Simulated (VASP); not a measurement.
# ZnO (P6_3mc) in VASP: further runs

ZnO is run at these levels: PBE; tasks: single point.

Program: VASP 6.6.1. These are calculated values, not measurements. Logs are shortened: lines on timing, memory, paths and dates and some standing lists are left out, and cuts for length are marked.

### Step 1. The cell of the first run

The structure is hexagonal, space group P6_3mc (No. 186). Conventional cell: a = 3.250 Å, b = 3.250 Å, c = 5.207 Å, α = 90.00°, β = 90.00°, γ = 120.00°. Zn (site symmetry 3m) has 4 O at 1.93 to 1.99 Å within 2.6 Å. Within 2.6 Å of O (site symmetry 3m) lie 4 Zn at 1.93 to 1.99 Å.

### Step 2. Single point, PBE

File INCAR:

```
PREC     = Accurate       # precision mode
ENCUT    = 520            # plane-wave cutoff, eV
EDIFF    = 1E-6           # SCF threshold, eV
ISMEAR   = 0              # smearing method
SIGMA    = 0.01           # smearing width, eV
LREAL    = F              # projectors in reciprocal space
LASPH    = T              # aspherical terms in the spheres
NELM     = 100            # most SCF steps
ALGO     = Normal         # electronic algorithm
ISIF     = 2              # what is computed and relaxed
LWAVE    = F              # write WAVECAR
LCHARG   = T              # write CHGCAR
GGA      = PE             # functional
LELF     = T              # ELF
LVHAR    = T            
NBANDS   = 26             # bands
```

File KPOINTS:

```
Automatic mesh
0
Gamma
  9 9 6
```

File POSCAR:

```
ZnO
1.0
    3.2498000000      0.0000000000      0.0000000000
   -1.6249000000      2.8144093572      0.0000000000
    0.0000000000      0.0000000000      5.2066000000
Zn O
2 2
Direct
    0.3333333333      0.6666666667      0.0000000000
    0.6666666667      0.3333333333      0.5000000000
    0.3333333333      0.6666666667      0.3700000000
    0.6666666667      0.3333333333      0.8700000000
```

Potentials or basis: VASP PAW PBE potentials, release 64 (Zn, O).

Run with:

```bash
$ cat potpaw_PBE.64/Zn/POTCAR potpaw_PBE.64/O/POTCAR > POTCAR
$ mpirun -np 1 vasp_std > vasp.out
```

OUTCAR:

```text
PREC = Accurate
   ENCUT = 520
   EDIFF = 1E-6
   ISMEAR = 0
   LREAL = F
   LASPH = T
   NELM = 100
   ISIF = 2
   GGA = PE

 ion  position               nearest neighbor table
   1  0.333  0.667  0.000-   3 1.93   4 1.99   4 1.99   4 1.99
   2  0.667  0.333  0.500-   4 1.93   3 1.99   3 1.99   3 1.99
   3  0.333  0.667  0.370-   1 1.93   2 1.99   2 1.99   2 1.99
   4  0.667  0.333  0.870-   2 1.93   1 1.99   1 1.99   1 1.99

  LATTYP: Found a hexagonal cell.
 ALAT       =     3.2498000000
 C/A-ratio  =     1.6021293618

  Lattice vectors:

 A1 = (   3.2498000000,   0.0000000000,   0.0000000000)
 A2 = (  -1.6249000000,   2.8144093572,   0.0000000000)
 A3 = (   0.0000000000,   0.0000000000,   5.2066000000)

Analysis of symmetry for initial positions (statically):
=====================================================================
 Subroutine PRICEL returns:
 Original cell was already a primitive cell.

 Routine SETGRP: Setting up the symmetry group for a
 hexagonal supercell.

 Subroutine GETGRP returns: Found 12 space group operations
 (whereof  6 operations were pure point group operations)
 out of a pool of 24 trial point group operations.

The static configuration has the point symmetry C_3v.
 The point group associated with its full space group is C_6v.

Analysis of symmetry for dynamics (positions and initial velocities):
=====================================================================
 Subroutine PRICEL returns:
 Original cell was already a primitive cell.

 Routine SETGRP: Setting up the symmetry group for a
 hexagonal supercell.

 Subroutine GETGRP returns: Found 12 space group operations
 (whereof  6 operations were pure point group operations)
 out of a pool of 24 trial point group operations.

The dynamic configuration has the point symmetry C_3v.
 The point group associated with its full space group is C_6v.

 Subroutine INISYM returns: Found 12 space group operations
 (whereof  6 operations are pure point group operations),
 and found     1 'primitive' translations

----------------------------------------------------------------------------------------

                                     Primitive cell

  volume of cell :      47.6210

  direct lattice vectors                    reciprocal lattice vectors
     3.249800000  0.000000000  0.000000000     0.307711244  0.177657169  0.000000000
    -1.624900000  2.814409357  0.000000000     0.000000000  0.355314339  0.000000000
     0.000000000  0.000000000  5.206600000     0.000000000  0.000000000  0.192063919

  length of vectors
     3.249800000  3.249800000  5.206600000     0.355314339  0.355314339  0.192063919

  position of ions in fractional coordinates (direct lattice)
     0.333333333  0.666666667  0.000000000
     0.666666667  0.333333333  0.500000000
     0.333333333  0.666666667  0.370000000
     0.666666667  0.333333333  0.870000000

  ion indices of the primitive-cell ions
   primitive index   ion index
                 1           1
                 2           2
                 3           3
                 4           4

----------------------------------------------------------------------------------------

 KPOINTS: Automatic mesh

Automatic generation of k-mesh.
 Grid dimensions read from file:
 generate k-points for:    9    9    6

 Generating k-lattice:

  Cartesian coordinates                     Fractional coordinates (reciprocal lattice)
     0.034190138  0.019739685  0.000000000     0.111111111  0.000000000  0.000000000
     0.000000000  0.039479371  0.000000000     0.000000000  0.111111111  0.000000000
     0.000000000  0.000000000  0.032010653     0.000000000  0.000000000  0.166666667

  Length of vectors
     0.039479371  0.039479371  0.032010653

  Shift w.r.t. Gamma in fractional coordinates (k-lattice)
     0.000000000  0.000000000  0.000000000

 Subroutine IBZKPT returns following result:
 ===========================================

 Found     48 irreducible k-points:

 Following reciprocal coordinates:
            Coordinates               Weight
  0.000000  0.000000  0.000000      1.000000
  0.111111  0.000000  0.000000      6.000000
  0.222222  0.000000  0.000000      6.000000
  0.333333  0.000000  0.000000      6.000000
  0.444444  0.000000  0.000000      6.000000
  0.111111  0.111111  0.000000      6.000000
[... 16 lines left out ...]
  0.333333  0.222222  0.166667     24.000000
  0.333333  0.333333  0.166667      4.000000
 [... further k-points ...]
   k-points           NKPTS =     48   k-points in BZ     NKDIM =     48   number of bands    NBANDS=     26
   number of dos      NEDOS =    301   number of ions     NIONS =      4
   total plane-waves  NPLWV =  23040
   dimension x,y,z NGX =    24 NGY =   24 NGZ =   40
   dimension x,y,z NGXF=    48 NGYF=   48 NGZF=   80
   ions per type =               2   2
   NGX,Y,Z   is equivalent  to a cutoff of  12.28, 12.28, 12.77 a.u.
   NGXF,Y,Z  is equivalent  to a cutoff of  24.55, 24.55, 25.54 a.u.
 SYSTEM =  unknown system
   PREC   = accura    normal or accurate (medium, high low for compatibility)
   ISTART =      0    job   : 0-new  1-cont  2-samecut
   ICHARG =      2    charge: 1-file 2-atom 10-const
   ISPIN  =      1    spin polarized calculation?
   LNONCOLLINEAR =      F non collinear calculations
   LSORBIT =      F    spin-orbit coupling
   LASPH  =      T    aspherical Exc in radial PAW
   ENCUT  =  520.0 eV  38.22 Ry    6.18 a.u.   6.04  6.04  9.68*2*pi/ulx,y,z
   NELM   =    100;   NELMIN=  2; NELMDL= -5     # of ELM steps
   EDIFF  = 0.1E-05   stopping-criterion for ELM
   LREAL  =      F    real-space projection
   EDIFFG = 0.1E-04   stopping-criterion for IOM
   NSW    =      0    number of steps for IOM
   IBRION =     -1    ionic relax: 0-MD 1-quasi-New 2-CG
   NFREE  =      0    steps in history (QN), initial steepest desc. (CG)
   ISIF   =      2    stress and relaxation
   ISYM   =      2    0-nonsym 1-usesym 2-fastsym
   POTIM  = 0.5000    time-step for ionic-motion
   TEBEG  =    0.0;   TEEND  =   0.0 temperature during run
   PSTRESS=    0.0 pullay stress
   NELECT =      36.0000    total number of electrons
   NUPDOWN=      -1.0000    fix difference up-down
   EMIN   =  10.00;   EMAX   =-10.00  energy-range for DOS
   EFERMI =   0.00;   METHOD = LEGACY
   ISMEAR =     0;   SIGMA  =   0.01  broadening in eV -4-tet -1-fermi 0-gaus
   EFERMI_NEDOS =   21; number of points for ismear=-14 and -15
   IALGO  =     38    algorithm
   IMIX   =      4    mixing-type and parameters
     AMIX     =   0.40;   BMIX     =  1.00
     AMIX_MAG =   1.60;   BMIX_MAG =  1.00
  volume/ion in A,a.u.               =      11.91        80.34
  Fermi-wavevector in a.u.,A,eV,Ry     =   1.491339  2.818222 30.260597  2.224091
  Thomas-Fermi vector in A             =   2.604006
   LORBIT       =      0    0 simple, 1 ext, 2 COOP (PROOUT), +10 PAW based schemes
   GGA     = PE    functional components
   LHFCALC =     F    Hartree Fock is set to
   AEXX    =    0.0000 exact exchange contribution
   IVDW    =     0    specifies the selected vdW correction
   LEPSILON=     F    determine dielectric tensor
   LRPA    =     F    only Hartree local field effects (RPA)
 non-spin polarized calculation
 Gauss-broadening in eV      SIGMA  =   0.01
  energy-cutoff  :      520.00
  volume of cell :       47.62
 maximum number of plane-waves:      1302
   NGX = 13   NGY = 13   NGZ = 19

 number of electron      36.0000017 magnetization

 Free energy of the ion-electron system (eV)
  ---------------------------------------------------
  ext. energy  EPLUGINS =         0.00000000
  ---------------------------------------------------
  free energy    TOTEN  =       -17.79862965 eV

  energy without entropy =      -17.79862965  energy(sigma->0) =      -17.79862965

 E-fermi :   1.2877     XC(G=0): -10.9094

 val. band max:        1.1836058495   @ k =   0.0000   0.0000   0.0000
 cond. band min:       1.9853534463   @ k =   0.0000   0.0000   0.0000
 fundamental gap:      0.8017475967
 Fermi energy:         1.2876590436

 k-point     1 :       0.0000    0.0000    0.0000
  band No.  band energies     occupation
      1     -16.8947      2.00000
      2     -16.1561      2.00000
      3      -4.5523      2.00000
      4      -4.4886      2.00000
      5      -4.4534      2.00000
      6      -4.4534      2.00000
[... 18 lines left out ...]
     25      15.3567      0.00000
     26      15.3725      0.00000

 k-point     2 :       0.1111    0.0000    0.0000
  band No.  band energies     occupation
      1     -16.8284      2.00000
      2     -16.1282      2.00000
      3      -4.5526      2.00000
      4      -4.4936      2.00000
      5      -4.4214      2.00000
      6      -4.3853      2.00000
[... 18 lines left out ...]
     25      15.4616      0.00000
     26      15.5654      0.00000

 k-point     3 :       0.2222    0.0000    0.0000
  band No.  band energies     occupation
      1     -16.6507      2.00000
      2     -16.0619      2.00000
      3      -4.6933      2.00000
      4      -4.4318      2.00000
      5      -4.3504      2.00000
      6      -4.2786      2.00000
[... 18 lines left out ...]
     25      14.8338      0.00000
     26      15.3546      0.00000

 k-point     4 :       0.3333    0.0000    0.0000
  band No.  band energies     occupation
      1     -16.4245      2.00000
      2     -16.0017      2.00000
      3      -4.7835      2.00000
      4      -4.4330      2.00000
      5      -4.2924      2.00000
      6      -4.1363      2.00000
[... 18 lines left out ...]
     25      14.4201      0.00000
     26      15.2110      0.00000
[... 496 lines left out ...]
      1     -16.2911      2.00000
      2     -16.0056      2.00000
      3      -4.6302      2.00000
      4      -4.5707      2.00000
      5      -4.2396      2.00000
      6      -4.1670      2.00000
[... 18 lines left out ...]
     25      13.1465      0.00000
     26      16.3627      0.00000

 k-point    23 :       0.3333    0.2222    0.1667
  band No.  band energies     occupation
      1     -16.1445      2.00000
      2     -16.0038      2.00000
      3      -4.6052      2.00000
      4      -4.4038      2.00000
      5      -4.2479      2.00000
      6      -4.0435      2.00000
[... 18 lines left out ...]
     25      13.9507      0.00000
     26      15.4000      0.00000

 k-point    24 :       0.3333    0.3333    0.1667
  band No.  band energies     occupation
      1     -16.0489      2.00000
      2     -16.0489      2.00000
      3      -4.5556      2.00000
      4      -4.2904      2.00000
      5      -4.2904      2.00000
      6      -3.8525      2.00000
[... 18 lines left out ...]
     25      14.6553      0.00000
     26      15.5821      0.00000

 [... further k-points ...]
[... 5 lines left out ...]
  --------------------------------------------------------------------------------------
  -------------------------------------------------------------------------------------
  Total        1.1517415      1.1517415      3.2564532      0.0000000      0.0000000      0.0000000
  in kB       38.7496246     38.7496246    109.5613340      0.0000000      0.0000000      0.0000000
  external PRESSURE =      62.3535277 kB  Pullay stress =       0.0000000 kB

 VOLUME and BASIS-vectors are now :
 -----------------------------------------------------------------------------
  energy-cutoff  :      520.00
  volume of cell :       47.62
      direct lattice vectors                 reciprocal lattice vectors
     3.249800000  0.000000000  0.000000000     0.307711244  0.177657169  0.000000000
    -1.624900000  2.814409357  0.000000000     0.000000000  0.355314339  0.000000000
     0.000000000  0.000000000  5.206600000     0.000000000  0.000000000  0.192063919

 POSITION                                       TOTAL-FORCE (eV/Angst)
 -----------------------------------------------------------------------------------
     -0.00000      1.87627      0.00000         0.000000      0.000000     -0.467663
      1.62490      0.93814      2.60330        -0.000000     -0.000000     -0.467663
     -0.00000      1.87627      1.92644        -0.000000      0.000000      0.467663
      1.62490      0.93814      4.52974         0.000000     -0.000000      0.467663
 -----------------------------------------------------------------------------------
    total drift:                               -0.000001     -0.000001     -0.000735

  FREE ENERGIE OF THE ION-ELECTRON SYSTEM (eV)
  ---------------------------------------------------
  free  energy   TOTEN  =       -17.7986296458 eV

  energy  without entropy=      -17.7986296458  energy(sigma->0) =      -17.79862965
```

Run time: 1.8 min. Hardware: 1 thread of AMD EPYC 7R13, shared host; peak memory 0.16 GiB.

What came out:

```yaml
Free_energy: -17.7986 eV
Pressure: 6.2 GPa
Largest_force: 0.468 eV/Å
Band_gap_on_the_k_mesh: 0.80 eV, direct
```

Forces in eV/Å, atoms in the order of the input:
```
Zn   0.000  0.000 -0.468
Zn   0.000  0.000 -0.468
O    0.000  0.000  0.468
O    0.000  0.000  0.468
```

Levels at points of the mesh, in eV from the valence-band top:
| k point | band 14 | band 15 | band 16 | band 17 | band 18 | band 19 | band 20 | band 21 | band 22 | band 23 |
| --- | --- | --- | --- | --- | --- | --- | --- | --- | --- | --- |
| (0.00, 0.00, 0.00) | -0.89 | -0.89 | -0.02 | 0.00 | 0.00 | 0.80 | 5.27 | 8.32 | 12.87 | 12.87 |
| (0.00, 0.00, 0.50) | -2.21 | -0.44 | -0.44 | -0.44 | -0.44 | 3.47 | 3.47 | 10.22 | 10.22 | 13.17 |

A hybrid or GW would open this gap; PBE tends to underestimate it.

### Step 3. Single point, PBE

File INCAR:

```
SYSTEM = ZnO
  ALGO = Normal
  EDIFF = 1E-7
  ENCUT = 520
  GGA = PE
  ISIF = 2
  ISMEAR = 0
  LASPH = .True.
  LCHARG = .False.
  LREAL = .False.
  LWAVE = .False.
  NBANDS = 26
  NELM = 80
  PREC = Accurate
  SIGMA = 0.01
```

File KPOINTS:

```
k-points
0
Gamma
  9 9 6
  0 0 0
```

Changes to POSCAR since step 2:

```diff
@@ -10,3 +10,3 @@
     0.6666666667      0.3333333333      0.5000000000
-    0.3333333333      0.6666666667      0.3700000000
-    0.6666666667      0.3333333333      0.8700000000
+    0.3333333333      0.6666666667      0.3759000000
+    0.6666666667      0.3333333333      0.8759000000
```

Potentials or basis: VASP PAW PBE potentials, release 64 (Zn, O).

Run with:

```bash
$ cat potpaw_PBE.64/Zn/POTCAR potpaw_PBE.64/O/POTCAR > POTCAR
$ mpirun -np 1 vasp_std > vasp.out
```

OUTCAR:

```text
SYSTEM = ZnO
   EDIFF = 1E-7
   ENCUT = 520
   GGA = PE
   ISIF = 2
   ISMEAR = 0
   LASPH = .True.
   LREAL = .False.
   NELM = 80
   PREC = Accurate

 ion  position               nearest neighbor table
   1  0.333  0.667  0.000-   3 1.96   4 1.98   4 1.98   4 1.98
   2  0.667  0.333  0.500-   4 1.96   3 1.98   3 1.98   3 1.98
   3  0.333  0.667  0.376-   1 1.96   2 1.98   2 1.98   2 1.98
   4  0.667  0.333  0.876-   2 1.96   1 1.98   1 1.98   1 1.98

  LATTYP: Found a hexagonal cell.
[... 889 lines left out ...]
     25      14.6296      0.00000
     26      15.5679      0.00000

 [... further k-points ...]
[... 5 lines left out ...]
  --------------------------------------------------------------------------------------
  -------------------------------------------------------------------------------------
  Total        1.4293009      1.4293009      2.4605106      0.0000000      0.0000000     -0.0000000
  in kB       48.0879366     48.0879366     82.7823431      0.0000000      0.0000000     -0.0000000
  external PRESSURE =      59.6527388 kB  Pullay stress =       0.0000000 kB

 VOLUME and BASIS-vectors are now :
 -----------------------------------------------------------------------------
  energy-cutoff  :      520.00
  volume of cell :       47.62
      direct lattice vectors                 reciprocal lattice vectors
     3.249800000  0.000000000  0.000000000     0.307711244  0.177657169  0.000000000
    -1.624900000  2.814409357  0.000000000     0.000000000  0.355314339  0.000000000
     0.000000000  0.000000000  5.206600000     0.000000000  0.000000000  0.192063919

 POSITION                                       TOTAL-FORCE (eV/Angst)
 -----------------------------------------------------------------------------------
     -0.00000      1.87627      0.00000         0.000000     -0.000000     -0.196777
      1.62490      0.93814      2.60330        -0.000000      0.000000     -0.196777
     -0.00000      1.87627      1.95716         0.000000      0.000000      0.196777
      1.62490      0.93814      4.56046         0.000000      0.000000      0.196777
 -----------------------------------------------------------------------------------
    total drift:                               -0.000000     -0.000000     -0.000607

  FREE ENERGIE OF THE ION-ELECTRON SYSTEM (eV)
  ---------------------------------------------------
  free  energy   TOTEN  =       -17.8187734567 eV

  energy  without entropy=      -17.8187734567  energy(sigma->0) =      -17.81877346
```

stdout:

```text
POSCAR found type information on POSCAR ZnO
 POSCAR found :  2 types and       4 ions
 scaLAPACK will be used
 LDA part: xc-table for (Slater+PW92), standard interpolation
 POSCAR, INCAR and KPOINTS ok, starting setup
 FFT: planning ... GRIDC
 FFT: planning ... GRID_SOFT
 FFT: planning ... GRID
 WAVECAR not read
 entering main loop
```

Wall time 1.7 min (1 thread of AMD EPYC 7R13, shared host); peak memory 0.16 GiB.

What came out:

```yaml
Free_energy: -17.8188 eV
Pressure: 6.0 GPa
Largest_force: 0.197 eV/Å
Band_gap_on_the_k_mesh: 0.79 eV, direct
```

Forces on the atoms (eV/Å):
```
Zn   0.000  0.000 -0.197
Zn   0.000  0.000 -0.197
O    0.000  0.000  0.197
O    0.000  0.000  0.197
```

As with any semilocal functional, this PBE gap is likely too small.

### Step 4. Single point, PBE

File INCAR:

```
SYSTEM = ZnO
PREC = Accurate ; ENCUT = 520
EDIFF = 1E-6 ; ISMEAR = 0
SIGMA = 0.01 ; LREAL = .False.
LASPH = .True. ; NELM = 80
ALGO = Normal ; ISIF = 2
LWAVE = .False. ; LCHARG = .False.
GGA = PE ; NBANDS = 26
```

File KPOINTS:

```
Automatic mesh
0
Gamma
  9 9 6
  0 0 0
```

Changes to POSCAR since step 3:

```diff
@@ -10,3 +10,3 @@
     0.6666666667      0.3333333333      0.5000000000
-    0.3333333333      0.6666666667      0.3759000000
-    0.6666666667      0.3333333333      0.8759000000
+    0.3333333333      0.6666666667      0.3800000000
+    0.6666666667      0.3333333333      0.8800000000
```

Run with:

```bash
$ cat potpaw_PBE.64/Zn/POTCAR potpaw_PBE.64/O/POTCAR > POTCAR
$ mpirun -np 1 vasp_std > vasp.out
```

Wall time 96 s (1 thread of AMD EPYC 7R13, shared host); peak memory 0.16 GiB.

Results (log left out):

| Item | Value |
| --- | --- |
| Free energy | -17.8237 eV |
| Pressure | 5.9 GPa |
| Largest force | 0.037 eV/Å |
| Band gap on the k mesh | 0.79 eV, direct |

Forces on the atoms (eV/Å):
```
Zn   0.000  0.000 -0.037
Zn   0.000  0.000 -0.037
O    0.000  0.000  0.037
O    0.000  0.000  0.037
```

Stress tensor (GPa, compression positive):
```
5.52 0.00 0.00
0.00 5.52 0.00
0.00 0.00 6.76
```

Levels at points of the mesh, in eV from the valence-band top:
| k point | band 15 | band 16 | band 17 | band 18 | band 19 | band 20 | band 21 | band 22 |
| --- | --- | --- | --- | --- | --- | --- | --- | --- |
| (0.00, 0.00, 0.00) | -0.80 | -0.08 | 0.00 | 0.00 | 0.79 | 5.20 | 8.26 | 12.84 |
| (0.00, 0.00, 0.50) | -0.40 | -0.40 | -0.40 | -0.40 | 3.46 | 3.46 | 10.11 | 10.11 |
